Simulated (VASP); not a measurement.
Set up this calculation in VASP 6.6.1, as the native input.

- Task: single point
- Functional: PBE
- Potentials or basis: VASP PAW PBE potentials, release 64 (Si, O)
- Cutoff: 520 eV
- k mesh: 8 × 8 × 8
- Occupations: fermi-dirac, width 0.05 eV
- Spin: no spin polarisation
- Dipole correction: no
- Further INCAR settings: ALGO = Normal; EDIFF = 1e-06; NBANDS = 12

The structure of SiO lies in POSCAR:

```
SiO
1.0
    2.8069700000      0.0000000000      0.0000000000
    0.0000000000      2.8069700000      0.0000000000
    0.0000000000      0.0000000000      2.8069700000
Si O
1 1
Direct
    0.0000000000      0.0000000000      0.0000000000
    0.5000000000      0.5000000000      0.5000000000
```

One way to write it, as run:

INCAR

```
PREC = Accurate
ENCUT = 520
EDIFF = 1E-6
ISMEAR = -1
SIGMA = 0.05
LREAL = F
LASPH = T
NELM = 100
ALGO = Normal
ISIF = 2
LWAVE = F
LCHARG = F
GGA = PE
NBANDS = 12
```

KPOINTS

```
Automatic mesh
0
Gamma
  8 8 8
```

Potentials or basis: VASP PAW PBE potentials, release 64 (Si, O).

Run with:

```bash
$ cat potpaw_PBE.64/Si/POTCAR potpaw_PBE.64/O/POTCAR > POTCAR
$ mpirun -np 1 vasp_std > vasp.out
```

Results of the run:

The pressure is -0.7 GPa. The band gap on the k mesh is zero (band 5 reaches 8.28 eV, above the bottom of band 6 at 7.27 eV).

It took 3.7 s on 1 thread of Intel Xeon 6975P-C (shared host), peak memory 0.13 GiB.
